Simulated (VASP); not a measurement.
# BaO (Fm-3m) in VASP: notebook

Aim: see how the results for BaO move with the level of theory and the settings. Levels: PBE, LDA. Tasks: single point.

Everything below comes from runs of VASP 6.6.1. Logs are shortened: lines on timing, memory, paths and dates and some standing lists are left out, and cuts for length are marked.

## Step 1: The cell of the first run

It takes space group Fm-3m (No. 225, cubic). The conventional cell has a = 5.544 Å, b = 5.544 Å, c = 5.544 Å, α = 90.00°, β = 90.00°, γ = 90.00°. Within 3.7 Å of Ba (site symmetry m-3m) lie 6 O at 2.77 Å. O (site symmetry m-3m) has 6 Ba at 2.77 Å within 3.7 Å.

## Step 2: Single point, PBE

Input file INCAR:

```
SYSTEM = BaO
PREC     = Accurate       ! precision mode
ENCUT    = 600            ! plane-wave cutoff, eV
EDIFF    = 1E-6           ! SCF threshold, eV
ISMEAR   = 0              ! smearing method
SIGMA    = 0.01           ! smearing width, eV
LREAL    = .FALSE.        ! projectors in reciprocal space
LASPH    = .TRUE.         ! aspherical terms in the spheres
NELM     = 120            ! most SCF steps
ALGO     = Normal         ! electronic algorithm
ISIF     = 2              ! what is computed and relaxed
LWAVE    = .FALSE.        ! write WAVECAR
LCHARG   = .FALSE.        ! write CHGCAR
GGA      = PE             ! functional
NBANDS   = 15             ! bands
GGA_COMPAT= .FALSE.
```

Input file KPOINTS:

```
Automatic mesh
0
G
  2 2 2
  0 0 0
```

Input file POSCAR:

```
BaO
1.0
    0.0000000000      2.7718674917      2.7718674917
    2.7718674917      0.0000000000      2.7718674917
    2.7718674917      2.7718674917      0.0000000000
Ba O
1 1
Direct
    0.0000000000      0.0000000000      0.0000000000
    0.5000000000      0.5000000000      0.5000000000
```

Potentials or basis: VASP PAW PBE potentials, release 64 (Ba_sv, O).

Run with:

```
$ cat potpaw_PBE.64/Ba_sv/POTCAR potpaw_PBE.64/O/POTCAR > POTCAR
$ mpirun -np 1 vasp_std > vasp.out
```

OUTCAR:

```text
SYSTEM = BaO
   PREC = Accurate
   ENCUT = 600
   EDIFF = 1E-6
   ISMEAR = 0
   LREAL = .FALSE.
   LASPH = .TRUE.
   NELM = 120
   ISIF = 2
   GGA = PE

 ion  position               nearest neighbor table
   1  0.000  0.000  0.000-   2 2.77   2 2.77   2 2.77   2 2.77   2 2.77   2 2.77
   2  0.500  0.500  0.500-   1 2.77   1 2.77   1 2.77   1 2.77   1 2.77   1 2.77

  LATTYP: Found a face centered cubic cell.
 ALAT       =     5.5437349834

  Lattice vectors:

 A1 = (   0.0000000000,   2.7718674917,   2.7718674917)
 A2 = (   2.7718674917,   0.0000000000,   2.7718674917)
 A3 = (   2.7718674917,   2.7718674917,   0.0000000000)

Analysis of symmetry for initial positions (statically):
=====================================================================
 Subroutine PRICEL returns:
 Original cell was already a primitive cell.

 Routine SETGRP: Setting up the symmetry group for a
 face centered cubic supercell.

 Subroutine GETGRP returns: Found 48 space group operations
 (whereof 48 operations were pure point group operations)
 out of a pool of 48 trial point group operations.

The static configuration has the point symmetry O_h .

Analysis of symmetry for dynamics (positions and initial velocities):
=====================================================================
 Subroutine PRICEL returns:
 Original cell was already a primitive cell.

 Routine SETGRP: Setting up the symmetry group for a
 face centered cubic supercell.

 Subroutine GETGRP returns: Found 48 space group operations
 (whereof 48 operations were pure point group operations)
 out of a pool of 48 trial point group operations.

The dynamic configuration has the point symmetry O_h .

 Subroutine INISYM returns: Found 48 space group operations
 (whereof 48 operations are pure point group operations),
 and found     1 'primitive' translations

----------------------------------------------------------------------------------------

                                     Primitive cell

  volume of cell :      42.5939

  direct lattice vectors                    reciprocal lattice vectors
     0.000000000  2.771867492  2.771867492    -0.180383803  0.180383803  0.180383803
     2.771867492  0.000000000  2.771867492     0.180383803 -0.180383803  0.180383803
     2.771867492  2.771867492  0.000000000     0.180383803  0.180383803 -0.180383803

  length of vectors
     3.920012600  3.920012600  3.920012600     0.312433912  0.312433912  0.312433912

  position of ions in fractional coordinates (direct lattice)
     0.000000000  0.000000000  0.000000000
     0.500000000  0.500000000  0.500000000

  ion indices of the primitive-cell ions
   primitive index   ion index
                 1           1
                 2           2

----------------------------------------------------------------------------------------

 KPOINTS: Automatic mesh

Automatic generation of k-mesh.
 Grid dimensions read from file:
 generate k-points for:    2    2    2

 Generating k-lattice:

  Cartesian coordinates                     Fractional coordinates (reciprocal lattice)
    -0.090191902  0.090191902  0.090191902     0.500000000  0.000000000  0.000000000
     0.090191902 -0.090191902  0.090191902     0.000000000  0.500000000  0.000000000
     0.090191902  0.090191902 -0.090191902     0.000000000  0.000000000  0.500000000

  Length of vectors
     0.156216956  0.156216956  0.156216956

  Shift w.r.t. Gamma in fractional coordinates (k-lattice)
     0.000000000  0.000000000  0.000000000

 Subroutine IBZKPT returns following result:
 ===========================================

 Found      3 irreducible k-points:

 Following reciprocal coordinates:
            Coordinates               Weight
  0.000000  0.000000  0.000000      1.000000
  0.500000  0.000000  0.000000      4.000000
  0.500000  0.500000  0.000000      3.000000
   k-points           NKPTS =      3   k-points in BZ     NKDIM =      3   number of bands    NBANDS=     15
   number of dos      NEDOS =    301   number of ions     NIONS =      2
   total plane-waves  NPLWV =  32768
   dimension x,y,z NGX =    32 NGY =   32 NGZ =   32
   dimension x,y,z NGXF=    64 NGYF=   64 NGZF=   64
   ions per type =               1   1
   NGX,Y,Z   is equivalent  to a cutoff of  13.57, 13.57, 13.57 a.u.
   NGXF,Y,Z  is equivalent  to a cutoff of  27.14, 27.14, 27.14 a.u.
 SYSTEM =  BaO
   PREC   = accura    normal or accurate (medium, high low for compatibility)
   ISTART =      0    job   : 0-new  1-cont  2-samecut
   ICHARG =      2    charge: 1-file 2-atom 10-const
   ISPIN  =      1    spin polarized calculation?
   LNONCOLLINEAR =      F non collinear calculations
   LSORBIT =      F    spin-orbit coupling
   LASPH  =      T    aspherical Exc in radial PAW
   ENCUT  =  600.0 eV  44.10 Ry    6.64 a.u.   7.83  7.83  7.83*2*pi/ulx,y,z
   NELM   =    120;   NELMIN=  2; NELMDL= -5     # of ELM steps
   EDIFF  = 0.1E-05   stopping-criterion for ELM
   LREAL  =      F    real-space projection
   EDIFFG = 0.1E-04   stopping-criterion for IOM
   NSW    =      0    number of steps for IOM
   IBRION =     -1    ionic relax: 0-MD 1-quasi-New 2-CG
   NFREE  =      0    steps in history (QN), initial steepest desc. (CG)
   ISIF   =      2    stress and relaxation
   ISYM   =      2    0-nonsym 1-usesym 2-fastsym
   POTIM  = 0.5000    time-step for ionic-motion
   TEBEG  =    0.0;   TEEND  =   0.0 temperature during run
   PSTRESS=    0.0 pullay stress
   NELECT =      16.0000    total number of electrons
   NUPDOWN=      -1.0000    fix difference up-down
   EMIN   =  10.00;   EMAX   =-10.00  energy-range for DOS
   EFERMI =   0.00;   METHOD = LEGACY
   ISMEAR =     0;   SIGMA  =   0.01  broadening in eV -4-tet -1-fermi 0-gaus
   EFERMI_NEDOS =   21; number of points for ismear=-14 and -15
   IALGO  =     38    algorithm
   IMIX   =      4    mixing-type and parameters
     AMIX     =   0.40;   BMIX     =  1.00
     AMIX_MAG =   1.60;   BMIX_MAG =  1.00
  volume/ion in A,a.u.               =      21.30       143.72
  Fermi-wavevector in a.u.,A,eV,Ry     =   1.181224  2.232190 18.984084  1.395291
  Thomas-Fermi vector in A             =   2.317502
   LORBIT       =      0    0 simple, 1 ext, 2 COOP (PROOUT), +10 PAW based schemes
   GGA     = PE    functional components
   LHFCALC =     F    Hartree Fock is set to
   AEXX    =    0.0000 exact exchange contribution
   IVDW    =     0    specifies the selected vdW correction
   LEPSILON=     F    determine dielectric tensor
   LRPA    =     F    only Hartree local field effects (RPA)
 non-spin polarized calculation
 Gauss-broadening in eV      SIGMA  =   0.01
  energy-cutoff  :      600.00
  volume of cell :       42.59
 maximum number of plane-waves:      1428
 NGX is ok and might be reduce to    32
   NGX = 15   NGY = 15   NGZ = 15

 number of electron      16.0000000 magnetization

 Free energy of the ion-electron system (eV)
  ---------------------------------------------------
  ext. energy  EPLUGINS =         0.00000000
  ---------------------------------------------------
  free energy    TOTEN  =       -11.69541127 eV

  energy without entropy =      -11.69541127  energy(sigma->0) =      -11.69541127

 E-fermi :   2.1452     XC(G=0):  -9.5947

 val. band max:        1.9945185697   @ k =   0.5000   0.5000   0.0000
 cond. band min:       3.8376760006   @ k =   0.5000   0.5000   0.0000
 fundamental gap:      1.8431574308
 Fermi energy:         2.1451845505

 k-point     1 :       0.0000    0.0000    0.0000
  band No.  band energies     occupation
      1     -24.0958      2.00000
      2     -12.9855      2.00000
      3      -8.6087      2.00000
      4      -8.6087      2.00000
      5      -8.6087      2.00000
      6       1.6742      2.00000
      7       1.6742      2.00000
      8       1.6742      2.00000
      9       5.4162      0.00000
     10       6.5308      0.00000
     11       6.5308      0.00000
     12       6.5308      0.00000
     13       8.7939      0.00000
     14       8.7939      0.00000
     15      11.8393      0.00000

 k-point     2 :       0.5000    0.0000    0.0000
  band No.  band energies     occupation
      1     -23.8445      2.00000
      2     -13.7353      2.00000
      3      -8.7849      2.00000
      4      -8.7295      2.00000
      5      -8.7295      2.00000
      6      -0.0281      2.00000
      7       0.5181      2.00000
      8       0.5181      2.00000
      9       6.8414      0.00000
     10       9.0139      0.00000
     11       9.0139      0.00000
     12      10.0366      0.00000
     13      12.3391      0.00000
     14      12.3391      0.00000
     15      15.3100      0.00000

 k-point     3 :       0.5000    0.5000    0.0000
  band No.  band energies     occupation
      1     -23.7773      2.00000
      2     -13.1528      2.00000
      3     -10.0631      2.00000
      4      -9.1805      2.00000
      5      -9.1805      2.00000
      6       1.8507      2.00000
      7       1.8507      2.00000
      8       1.9945      2.00000
      9       3.8377      0.00000
     10       7.8369      0.00000
     11      10.7227      0.00000
     12      11.2707      0.00000
     13      11.5384      0.00000
     14      11.5384      0.00000
     15      15.1439      0.00000

------------------------ aborting loop because EDIFF is reached ----------------------------------------

  FORCE on cell =-STRESS in cart. coord.  units (eV):
  Direction    XX          YY          ZZ          XY          YZ          ZX
  --------------------------------------------------------------------------------------
  -------------------------------------------------------------------------------------
  Total        0.7546706      0.7546706      0.7546706     -0.0000000     -0.0000000      0.0000000
  in kB       28.3870720     28.3870720     28.3870720     -0.0000000     -0.0000000      0.0000000
  external PRESSURE =      28.3870720 kB  Pullay stress =       0.0000000 kB

 VOLUME and BASIS-vectors are now :
 -----------------------------------------------------------------------------
  energy-cutoff  :      600.00
  volume of cell :       42.59
      direct lattice vectors                 reciprocal lattice vectors
     0.000000000  2.771867492  2.771867492    -0.180383803  0.180383803  0.180383803
     2.771867492  0.000000000  2.771867492     0.180383803 -0.180383803  0.180383803
     2.771867492  2.771867492  0.000000000     0.180383803  0.180383803 -0.180383803

 POSITION                                       TOTAL-FORCE (eV/Angst)
 -----------------------------------------------------------------------------------
      0.00000      0.00000      0.00000        -0.000000     -0.000000     -0.000000
      2.77187      2.77187      2.77187         0.000000      0.000000      0.000000
 -----------------------------------------------------------------------------------
    total drift:                                0.000000     -0.000000      0.000000

  FREE ENERGIE OF THE ION-ELECTRON SYSTEM (eV)
  ---------------------------------------------------
  free  energy   TOTEN  =       -11.6954112654 eV

  energy  without entropy=      -11.6954112654  energy(sigma->0) =      -11.69541127
```

Run time: 3.6 s. Hardware: 1 thread of AMD EPYC 9R45 (Zen 5), shared host; peak memory 0.14 GiB.

What came out:

```yaml
Free_energy: -11.6954 eV
Pressure: 2.8 GPa
Band_gap_on_the_k_mesh: 1.84 eV, direct
```

Levels at points of the mesh, in eV from the valence-band top:
```tsv
k point	band 6	band 7	band 8	band 9	band 10	band 11
(0.00, 0.00, 0.00)	-0.32	-0.32	-0.32	3.42	4.54	4.54
(0.50, 0.00, 0.00)	-2.02	-1.48	-1.48	4.85	7.02	7.02
(0.50, 0.50, 0.00)	-0.14	-0.14	0.00	1.84	5.84	8.73
```

Caveat: the k points lie up to 0.98 Å⁻¹ apart; spin-orbit coupling is left out, which moves the levels of the heavy elements. Expect the measured gap to be larger: semilocal functionals such as PBE lack the derivative discontinuity.

## Step 3: Single point, PBE

Input file INCAR:

```
SYSTEM = BaO
ALGO = Normal
EDIFF = 1E-6
ENCUT = 600
GGA = PE
GGA_COMPAT = .False.
ISIF = 2
ISMEAR = 0
LASPH = .True.
LCHARG = .True.
LELF = .True.
LREAL = .False.
LVHAR = .True.
LWAVE = .False.
NBANDS = 15
NELM = 120
PREC = Accurate
SIGMA = 0.01
```

Input file KPOINTS:

```
k-points
0
Gamma
  5 5 5
  0 0 0
```

POSCAR is that of step 2.

Potentials or basis: VASP PAW PBE potentials, release 64 (Ba_sv, O).

Run with:

```
$ cat potpaw_PBE.64/Ba_sv/POTCAR potpaw_PBE.64/O/POTCAR > POTCAR
$ mpirun -np 1 vasp_std > vasp.out
```

OUTCAR:

```text
SYSTEM = BaO
   EDIFF = 1E-6
   ENCUT = 600
   GGA = PE
   ISIF = 2
   ISMEAR = 0
   LASPH = .True.
   LREAL = .False.
   NELM = 120
   PREC = Accurate

 ion  position               nearest neighbor table
   1  0.000  0.000  0.000-   2 2.77   2 2.77   2 2.77   2 2.77   2 2.77   2 2.77
   2  0.500  0.500  0.500-   1 2.77   1 2.77   1 2.77   1 2.77   1 2.77   1 2.77

  LATTYP: Found a face centered cubic cell.
 ALAT       =     5.5437349834

  Lattice vectors:

 A1 = (   0.0000000000,   2.7718674917,   2.7718674917)
 A2 = (   2.7718674917,   0.0000000000,   2.7718674917)
 A3 = (   2.7718674917,   2.7718674917,   0.0000000000)

Analysis of symmetry for initial positions (statically):
=====================================================================
 Subroutine PRICEL returns:
 Original cell was already a primitive cell.

 Routine SETGRP: Setting up the symmetry group for a
 face centered cubic supercell.

 Subroutine GETGRP returns: Found 48 space group operations
 (whereof 48 operations were pure point group operations)
 out of a pool of 48 trial point group operations.

[... 160 lines left out ...]
      5      -8.5714      2.00000
      6       1.5240      2.00000
      7       1.5240      2.00000
      8       1.5240      2.00000
      9       5.3932      0.00000
     10       6.5426      0.00000
     11       6.5426      0.00000
     12       6.5426      0.00000
     13       8.8021      0.00000
     14       8.8021      0.00000
[... 149 lines left out ...]
      2     -13.5635      2.00000
      3      -9.4963      2.00000
      4      -9.4195      2.00000
      5      -8.6836      2.00000
      6       0.5743      2.00000
      7       1.2796      2.00000
      8       1.5844      2.00000
      9       5.7543      0.00000
     10       7.5328      0.00000
     11       8.8800      0.00000
     12      10.7076      0.00000
     13      11.4243      0.00000
     14      13.5756      0.00000
     15      14.6793      0.00000

------------------------ aborting loop because EDIFF is reached ----------------------------------------

  FORCE on cell =-STRESS in cart. coord.  units (eV):
  Direction    XX          YY          ZZ          XY          YZ          ZX
  --------------------------------------------------------------------------------------
  -------------------------------------------------------------------------------------
  Total        0.7391155      0.7391155      0.7391155     -0.0000000     -0.0000000      0.0000000
  in kB       27.8019669     27.8019669     27.8019669     -0.0000000     -0.0000000      0.0000000
  external PRESSURE =      27.8019669 kB  Pullay stress =       0.0000000 kB

 VOLUME and BASIS-vectors are now :
 -----------------------------------------------------------------------------
  energy-cutoff  :      600.00
  volume of cell :       42.59
      direct lattice vectors                 reciprocal lattice vectors
     0.000000000  2.771867492  2.771867492    -0.180383803  0.180383803  0.180383803
     2.771867492  0.000000000  2.771867492     0.180383803 -0.180383803  0.180383803
     2.771867492  2.771867492  0.000000000     0.180383803  0.180383803 -0.180383803

 POSITION                                       TOTAL-FORCE (eV/Angst)
 -----------------------------------------------------------------------------------
      0.00000      0.00000      0.00000         0.000000      0.000000      0.000000
      2.77187      2.77187      2.77187        -0.000000     -0.000000     -0.000000
 -----------------------------------------------------------------------------------
    total drift:                                0.000000     -0.000000      0.000000

  FREE ENERGIE OF THE ION-ELECTRON SYSTEM (eV)
  ---------------------------------------------------
  free  energy   TOTEN  =       -11.7962000234 eV

  energy  without entropy=      -11.7962000234  energy(sigma->0) =      -11.79620002
```

OSZICAR:

```text
N       E                     dE             d eps       ncg     rms          rms(c)
DAV:   1     0.957152978204E+02    0.95715E+02   -0.86043E+03   300   0.110E+03
DAV:   2    -0.955402373716E+01   -0.10527E+03   -0.93788E+02   427   0.214E+02
DAV:   3    -0.143572973820E+02   -0.48033E+01   -0.47643E+01   351   0.479E+01
DAV:   4    -0.144126043091E+02   -0.55307E-01   -0.55292E-01   377   0.497E+00
DAV:   5    -0.144136710038E+02   -0.10667E-02   -0.10667E-02   321   0.611E-01    0.955E+00
DAV:   6    -0.120509077210E+02    0.23628E+01   -0.88000E+00   321   0.219E+01    0.624E+00
DAV:   7    -0.118195271914E+02    0.23138E+00   -0.64869E-01   314   0.628E+00    0.223E+00
DAV:   8    -0.117954106226E+02    0.24117E-01   -0.10541E-01   384   0.330E+00    0.517E-01
DAV:   9    -0.117949419555E+02    0.46867E-03   -0.95423E-03   356   0.928E-01    0.163E-01
DAV:  10    -0.117962151729E+02   -0.12732E-02   -0.27418E-03   328   0.420E-01    0.510E-02
DAV:  11    -0.117961915000E+02    0.23673E-04   -0.17990E-04   356   0.111E-01    0.258E-02
DAV:  12    -0.117962005931E+02   -0.90932E-05   -0.22837E-05   321   0.434E-02    0.508E-03
DAV:  13    -0.117962000234E+02    0.56972E-06   -0.22253E-06   367   0.135E-02
   1 F= -.11796200E+02 E0= -.11796200E+02  d E =-.253860E-20
```

stdout:

```text
POSCAR found type information on POSCAR BaO
 POSCAR found :  2 types and       2 ions
 scaLAPACK will be used
 LDA part: xc-table for (Slater+PW92), standard interpolation
 POSCAR, INCAR and KPOINTS ok, starting setup
 FFT: planning ... GRIDC
 FFT: planning ... GRID_SOFT
 FFT: planning ... GRID
 WAVECAR not read
 entering main loop
```

Wall time 7.1 s (1 thread of AMD EPYC 9R45 (Zen 5), shared host); peak memory 0.14 GiB.

What came out:

```yaml
Free_energy: -11.7962 eV
Pressure: 2.8 GPa
Band_gap_on_the_k_mesh: 2.25 eV, indirect (least direct gap 2.35 eV)
```

Caveat: spin-orbit coupling is left out, which moves the levels of the heavy elements. A k mesh can miss the band edges.

## Step 4: Single point, PBE

Input file INCAR:

```
SYSTEM = BaO
PREC     = Accurate       ! precision mode
ENCUT    = 600            ! plane-wave cutoff, eV
EDIFF    = 1E-6           ! SCF threshold, eV
ISMEAR   = 0              ! smearing method
SIGMA    = 0.5            ! smearing width, eV
LREAL    = .FALSE.        ! projectors in reciprocal space
LASPH    = .TRUE.         ! aspherical terms in the spheres
NELM     = 120            ! most SCF steps
ALGO     = Normal         ! electronic algorithm
ISIF     = 2              ! what is computed and relaxed
LWAVE    = .FALSE.        ! write WAVECAR
LCHARG   = .FALSE.        ! write CHGCAR
GGA      = PE             ! functional
NBANDS   = 15             ! bands
GGA_COMPAT= .FALSE.
```

Input file KPOINTS:

```
Automatic mesh
0
G
  6 6 6
  0 0 0
```

POSCAR is that of step 3.

Run with:

```
$ cat potpaw_PBE.64/Ba_sv/POTCAR potpaw_PBE.64/O/POTCAR > POTCAR
$ mpirun -np 1 vasp_std > vasp.out
```

Run time: 9.1 s. Hardware: 1 thread of AMD EPYC 9R45 (Zen 5), shared host; peak memory 0.15 GiB.

It converged, with:

| Property | Result |
| --- | --- |
| Free energy | -11.7965 eV |
| Pressure | 2.8 GPa |
| Band gap on the k mesh | 1.98 eV, direct |

Levels at points of the mesh, in eV from the valence-band top:
```csv
k point,band 6,band 7,band 8,band 9,band 10,band 11
"(0.00, 0.00, 0.00)",-0.34,-0.34,-0.34,3.53,4.68,4.68
"(0.50, 0.00, 0.00)",-1.99,-1.47,-1.47,4.92,7.15,7.15
"(0.50, 0.50, 0.00)",-0.15,-0.15,0.00,1.98,5.96,8.88
```

Caveat: spin-orbit coupling is left out, which moves the levels of the heavy elements. A k mesh can miss the band edges.

(Part 1 of 2 ends here.)
